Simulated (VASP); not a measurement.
Mg: relaxation of cell and atoms with PBEsol

The system is Mg.

```
Mg
1.0
     3.21965    0.00000    0.00000
    -1.60983    2.78830    0.00000
     0.00000    0.00000   10.34896
Mg
4
Cartesian
  0.0000 0.0000 0.0000
  0.0000 1.8589 2.5872
  0.0000 0.0000 5.1745
  1.6098 0.9294 7.7617
```

```
Program                : VASP 6.6.1
Task                   : relaxation of cell and atoms
Functional             : PBEsol
Potentials or basis    : VASP PAW PBE potentials, release 64 (Mg)
Cutoff                 : 600 eV
k mesh                 : 18 × 18 × 4
Occupations            : gaussian, width 0.1 eV
Spin                   : no spin polarisation
Target pressure        : -3 GPa
Dipole correction      : no
Further INCAR settings : ALGO = Fast; EDIFF = 1e-06; IBRION = 2; EDIFFG = -0.008; NSW = 70; ISIF = 3
```

* Relaxed volume: 24.83 Å³/atom
* Relaxed cell: a = 3.293 Å, b = 3.293 Å, c = 10.575 Å, α = 90.00°, β = 90.00°, γ = 120.00°
* Space group after relaxing (to 0.1 Å): P6_3/mmc (No. 194)
* Energy change on relaxing (the run minimises the enthalpy): +20.7 meV/atom
* Ionic steps: 6
* Pressure after relaxing: -3.0 GPa
* Band gap on the k mesh: zero (bands 4 and 5 overlap by 2.15 eV)

The path:
| step | energy change (eV) | largest force (eV/Å) | pressure (GPa) | volume (Å³) |
| --- | --- | --- | --- | --- |
| 1 | 0.0000 | 0.0000 | -1.05 | 92.91 |
| 2 | 0.0406 | 0.0000 | -2.28 | 96.76 |
| 3 | 0.0912 | 0.0000 | -3.08 | 99.76 |
| 4 | 0.0854 | 0.0000 | -3.01 | 99.46 |
| 5 | 0.0829 | 0.0000 | -2.97 | 99.33 |
| 6 | 0.0830 | 0.0000 | -2.97 | 99.33 |

Final structure:
```xyz
4
Lattice="3.2934 0.0000 0.0000 -1.6467 2.8522 0.0000 0.0000 0.0000 10.5748" Properties=species:S:1:pos:R:3 pbc="T T T"
Mg    1.6467    2.8522    0.0000
Mg    0.0000    1.9014    2.6437
Mg    3.2934    0.0000    5.2874
Mg    1.6467    0.9507    7.9311
```

Levels at points of the mesh, in eV from the Fermi level:
```csv
k point,band 1,band 2,band 3,band 4,band 5,band 6,band 7,band 8
"(0.00, 0.00, 0.00)",-6.60,-5.26,-5.26,-1.51,-1.14,4.95,4.96,10.32
"(0.50, 0.00, 0.00)",-2.09,-2.05,-1.01,-0.99,-0.54,-0.53,2.67,2.89
"(0.00, 0.00, 0.50)",-6.26,-6.26,-3.61,-3.61,1.55,1.55,8.80,8.80
"(0.50, 0.00, 0.50)",-1.78,-1.78,-1.73,-1.73,0.64,0.64,1.07,1.07
```

It took 100 s on 1 thread of Intel(R) Xeon(R) 6975P-C (Granite Rapids), with other jobs on the host, peak memory 0.31 GiB.

Caveat: the cell is relaxed towards a set pressure, so the run minimises the enthalpy, not the energy; the PAW data sets were made with another functional, which shifts forces and pressure a little.
